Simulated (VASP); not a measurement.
Here is a VASP 6.6.1 calculation.

Contents of INCAR:

```
SYSTEM = ZrB2
ALGO     = Normal         ! electronic algorithm
EDIFF    = 1E-7           ! SCF threshold, eV
ENCUT    = 520            ! plane-wave cutoff, eV
ISIF     = 2              ! what is computed and relaxed
ISMEAR   = -1             ! smearing method
LASPH    = .TRUE.         ! aspherical terms in the spheres
LCHARG   = .FALSE.        ! write CHGCAR
LREAL    = .FALSE.        ! projectors in reciprocal space
LWAVE    = .FALSE.        ! write WAVECAR
NBANDS   = 16             ! bands
NELM     = 80             ! most SCF steps
PREC     = Accurate       ! precision mode
SIGMA    = 0.05           ! smearing width, eV
```

File KPOINTS:

```
k-points
0
G
  10 10 8
  0 0 0
```

POSCAR

```
ZrB2
1.0
    3.1700000000      0.0000000000      0.0000000000
   -1.5850000000      2.7453005300      0.0000000000
    0.0000000000      0.0000000000      3.5330000000
Zr B
1 2
Direct
    0.0000000000      0.0000000000      0.0000000000
    0.6666666667      0.3333333333      0.5000000000
    0.3333333333      0.6666666667      0.5000000000
```

Potentials or basis: VASP PAW LDA potentials, release 64 (Zr_sv, B).

Launch:

```bash
$ cat potpaw_LDA.64/Zr_sv/POTCAR potpaw_LDA.64/B/POTCAR > POTCAR
$ mpirun -np 1 vasp_std > vasp.out
```

Problem. What does it give for the band gap on the k mesh?

Solution. Zero (band 9 reaches 11.02 eV, above the bottom of band 10 at 10.22 eV).

Problem. Predict the pressure.

Solution. -8.3 GPa.

Stress tensor (GPa, compression positive):
```
-8.65  0.00  0.00
 0.00 -8.65  0.00
 0.00  0.00 -7.71
```
